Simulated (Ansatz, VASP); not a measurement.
## W7S16N in VASP and in Ansatz

Contents of INCAR:

```
SYSTEM = W7S16N
PREC = Accurate ; ENCUT = 520
EDIFF = 1E-8 ; ISMEAR = -1
SIGMA = 0.01 ; LREAL = .False.
LASPH = .True. ; NELM = 200
ALGO = Normal ; ISIF = 2
LWAVE = .False. ; LCHARG = .False.
ISPIN = 2 ; MAGMOM = 1 0 0 0 0 0 0 0 0 0 0 0 0 0 0 0 0 0 0 0 0 0 0 0
LORBIT = 11 ; LMAXMIX = 4
GGA = PE ; LEFG = .True.
NBANDS = 122 ; GGA_COMPAT = .False.
KPAR = 4
```

KPOINTS

```
Automatic mesh
0
Gamma
  4 4 2
  0 0 0
```

File POSCAR:

```
W7S16N
1.0
    6.3600000000      0.0000000000      0.0000000000
   -3.1800000000      5.5079215680      0.0000000000
    0.0000000000      0.0000000000     12.5000000000
N W S
1 7 16
Direct
    0.1666666666      0.3333333334      0.2500000000
    0.1666666666      0.8333333334      0.2500000000
    0.6666666666      0.3333333334      0.2500000000
    0.6666666666      0.8333333334      0.2500000000
    0.3333333334      0.1666666666      0.7500000000
    0.3333333334      0.6666666666      0.7500000000
    0.8333333334      0.1666666666      0.7500000000
    0.8333333334      0.6666666666      0.7500000000
    0.1666666666      0.3333333334      0.6250000000
    0.1666666666      0.8333333334      0.6250000000
    0.6666666666      0.3333333334      0.6250000000
    0.6666666666      0.8333333334      0.6250000000
    0.3333333334      0.1666666666      0.1250000000
    0.3333333334      0.6666666666      0.1250000000
    0.8333333334      0.1666666666      0.1250000000
    0.8333333334      0.6666666666      0.1250000000
    0.1666666666      0.3333333334      0.8750000000
    0.1666666666      0.8333333334      0.8750000000
    0.6666666666      0.3333333334      0.8750000000
    0.6666666666      0.8333333334      0.8750000000
    0.3333333334      0.1666666666      0.3750000000
    0.3333333334      0.6666666666      0.3750000000
    0.8333333334      0.1666666666      0.3750000000
    0.8333333334      0.6666666666      0.3750000000
```

Input for Ansatz:

```yaml
crystal:
  lattice:
    - [6.36, 0.0, 0.0]
    - [-3.18, 5.507921568, 0.0]
    - [0.0, 0.0, 12.5]
  atoms:
    - { symbol: "N", position: [0.1666666666, 0.3333333334, 0.25], spin: 1.0 }
    - { symbol: W, position: [0.1666666666, 0.8333333334, 0.25] }
    - { symbol: W, position: [0.6666666666, 0.3333333334, 0.25] }
    - { symbol: W, position: [0.6666666666, 0.8333333334, 0.25] }
    - { symbol: W, position: [0.3333333334, 0.1666666666, 0.75] }
    - { symbol: W, position: [0.3333333334, 0.6666666666, 0.75] }
    - { symbol: W, position: [0.8333333334, 0.1666666666, 0.75] }
    - { symbol: W, position: [0.8333333334, 0.6666666666, 0.75] }
    - { symbol: S, position: [0.1666666666, 0.3333333334, 0.625] }
    - { symbol: S, position: [0.1666666666, 0.8333333334, 0.625] }
    - { symbol: S, position: [0.6666666666, 0.3333333334, 0.625] }
    - { symbol: S, position: [0.6666666666, 0.8333333334, 0.625] }
    - { symbol: S, position: [0.3333333334, 0.1666666666, 0.125] }
    - { symbol: S, position: [0.3333333334, 0.6666666666, 0.125] }
    - { symbol: S, position: [0.8333333334, 0.1666666666, 0.125] }
    - { symbol: S, position: [0.8333333334, 0.6666666666, 0.125] }
    - { symbol: S, position: [0.1666666666, 0.3333333334, 0.875] }
    - { symbol: S, position: [0.1666666666, 0.8333333334, 0.875] }
    - { symbol: S, position: [0.6666666666, 0.3333333334, 0.875] }
    - { symbol: S, position: [0.6666666666, 0.8333333334, 0.875] }
    - { symbol: S, position: [0.3333333334, 0.1666666666, 0.375] }
    - { symbol: S, position: [0.3333333334, 0.6666666666, 0.375] }
    - { symbol: S, position: [0.8333333334, 0.1666666666, 0.375] }
    - { symbol: S, position: [0.8333333334, 0.6666666666, 0.375] }
magnetization:
  spin_polarized: true
kpoints:
  mp_grid: { grid: [4, 4, 2] }
scf:
  occupations: { method: fermi_dirac, width: 0.01 }
hamiltonian:
  xc: pbe
  pseudopotentials: { kind: paw }
output:
  forces: true
  stress: true
  populations: true
  efg:
    quadrupole_moments_barn: { "N": 0.02044, S: -0.0694 }
    contact_densities: true
```

Alike in both runs: task electric field gradients; functional PBE; k mesh 4 × 4 × 2; occupations fermi-dirac, width 0.01 eV; collinear spin.

|  | VASP | Ansatz |
| --- | --- | --- |
| version | VASP 6.6.1 | Ansatz 0.2.0 |
| potentials or method | VASP PAW PBE potentials, release 64 (N, W_sv, S) | plane-wave PAW, scalar-relativistic |
| plane-wave cutoff (eV) | 520 | 420 |
| valence electrons in the cell | 199 | 199 |

```csv
,VASP,Ansatz,Ansatz less VASP
pressure (GPa),1.2,1.2,+0.04
"traceless stress, the component that is largest in VASP (GPa)",-2.10,-2.10,-0.002
rms of the force components (eV/Å),0.356,0.356,-0.0004
net moment per atom (μB),0.02,0.02,0.000
size of the moment on the site where the two differ most (μB),0.26,0.31,+0.047
size of Vzz on the site where it differs most (V/Å²),157.0,178.7,+21.64
```

Site moments also hang on the region over which each program counts them. Atom by atom the forces differ by 0.002 eV/Å (rms over components). The functional is the same, so the differences come from potentials, cutoffs and numerics.

Neither program's run includes spin-orbit coupling.
